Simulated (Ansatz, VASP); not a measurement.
# One calculation of BaZrO3, two programs

Contents of INCAR:

```
  ALGO = Normal
  EDIFF = 1E-6
  ENCUT = 520
  GGA = PE
  ISIF = 2
  ISMEAR = 0
  LASPH = True
  LCHARG = False
  LREAL = False
  LWAVE = False
  NBANDS = 28
  NELM = 80
  PREC = Accurate
  SIGMA = 0.05
```

KPOINTS

```
k-points
0
Gamma
  8 8 8
```

Contents of POSCAR:

```
BaZrO3
1.0
    4.1953966539      0.0000000000      0.0000000000
    0.0000000000      4.1953966539      0.0000000000
    0.0000000000      0.0000000000      4.1953966539
Ba Zr O
1 1 3
Direct
    0.0000000000      0.0000000000      0.0000000000
    0.5000000000      0.5000000000      0.5000000000
    0.0000000000      0.5000000000      0.5000000000
    0.5000000000      0.5000000000      0.0000000000
    0.5000000000      0.0000000000      0.5000000000
```

Input for Ansatz:

```yaml
crystal:
  lattice:
    - [4.1953966539, 0.0, 0.0]
    - [0.0, 4.1953966539, 0.0]
    - [0.0, 0.0, 4.1953966539]
  atoms:
    - { symbol: Ba, position: [0.0, 0.0, 0.0] }
    - { symbol: Zr, position: [0.5, 0.5, 0.5] }
    - { symbol: O, position: [0.0, 0.5, 0.5] }
    - { symbol: O, position: [0.5, 0.5, 0.0] }
    - { symbol: O, position: [0.5, 0.0, 0.5] }
basis:
  ecutwfc: 420
  ecutrho_ratio: 4
kpoints:
  mp_grid: { grid: [8, 8, 8] }
hamiltonian:
  xc: pbe
scf:
  occupations: { method: gaussian, width: 0.05 }
output:
  forces: true
  stress: true
  eigenvalues: true
```

Alike in both runs: task single point; functional PBE; k mesh 8 × 8 × 8; occupations gaussian, width 0.05 eV; no spin polarisation.

```csv
,VASP,Ansatz
version,VASP 6.6.1,Ansatz 0.2.0
potentials or method,"VASP PAW PBE potentials, release 64 (Ba_sv, Zr_sv, O), cutoff 520 eV","scalar-relativistic, plane waves, PAW"
valence electrons in the cell,40,40
```

|  | VASP | Ansatz | Ansatz less VASP |
| --- | --- | --- | --- |
| gap on the k mesh at the Fermi level (eV) | 3.18 | 3.23 | +0.051 |
| least direct gap on the mesh (eV) | 3.41 | 3.43 | +0.023 |
| pressure (GPa) | 4.6 | 3.6 | -1.03 |

The functional is the same, so the differences come from potentials, cutoffs and numerics.

Neither program's run includes spin-orbit coupling.
